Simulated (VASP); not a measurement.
# SnO: single point with PBEsol

Crystal: SnO.

```xyz
4
Lattice="3.8020 0.0665 0.0000 0.0665 3.8020 0.0000 0.0000 0.0000 4.8360" Properties=species:S:1:pos:R:3 pbc="T T T"
Sn    0.0333    1.9010    1.1534
Sn    1.9010    0.0333    3.6826
O     0.0000    0.0000    0.0000
O     1.9343    1.9343    0.0000
```

This cell differs from its parent crystal: strain +0.0350 x Voigt [0, 0, 0, 0, 0, 1].

| Item | Value |
| --- | --- |
| Program | VASP 6.6.1 |
| Task | single point |
| Functional | PBEsol |
| Potentials or basis | VASP PAW PBE potentials, release 64 (Sn_d, O) |
| Cutoff | 520 eV |
| k mesh | 12 × 12 × 10 |
| Occupations | gaussian, width 0.15 eV |
| Spin | no spin polarisation |

```json
{
 "Pressure": "0.3 GPa",
 "Largest force": "0.148 eV/Å",
 "Band gap on the k mesh": "zero (bands 20 and 21 overlap by 0.05 eV)"
}
```

Forces on the atoms (eV/Å):
```
Sn   0.000  0.000  0.148
Sn   0.000  0.000 -0.148
O    0.000  0.000  0.000
O    0.000  0.000  0.000
```

Stress tensor (GPa, compression positive):
```
 0.41 -2.91  0.00
-2.91  0.41  0.00
 0.00  0.00 -0.06
```

Levels at points of the mesh, in eV from the Fermi level:
| k point | band 16 | band 17 | band 18 | band 19 | band 20 | band 21 | band 22 | band 23 | band 24 | band 25 |
| --- | --- | --- | --- | --- | --- | --- | --- | --- | --- | --- |
| (0.00, 0.00, 0.00) | -6.41 | -3.61 | -3.53 | -3.05 | -0.10 | 1.91 | 4.18 | 4.44 | 4.67 | 5.48 |
| (0.50, 0.00, 0.00) | -5.18 | -4.99 | -4.99 | -2.85 | -2.85 | 3.04 | 3.04 | 5.70 | 5.70 | 5.88 |
| (0.50, 0.50, 0.00) | -5.22 | -2.78 | -2.45 | -2.10 | -1.91 | -0.14 | -0.06 | 4.12 | 4.39 | 7.09 |
| (0.00, 0.00, 0.50) | -3.68 | -3.54 | -3.25 | -3.07 | -2.35 | 1.49 | 2.68 | 2.92 | 3.52 | 7.69 |
| (0.50, 0.00, 0.50) | -5.65 | -4.95 | -4.95 | -1.86 | -1.86 | 2.42 | 2.42 | 5.26 | 5.26 | 6.54 |
| (0.50, 0.50, 0.50) | -5.68 | -3.03 | -2.78 | -2.60 | -2.46 | 2.16 | 2.23 | 3.80 | 3.94 | 5.37 |

It took 12 min on 1 thread of Intel Xeon 8259CL (shared host), peak memory 0.49 GiB.

Caveat: the cell differs from its parent crystal (strain +0.0350 x Voigt [0, 0, 0, 0, 0, 1]); semilocal functionals underestimate gaps, and a narrow one can read as zero; the PAW data sets were made with another functional, which shifts forces and pressure a little; spin-orbit coupling is left out, which moves the levels of the heavy elements.
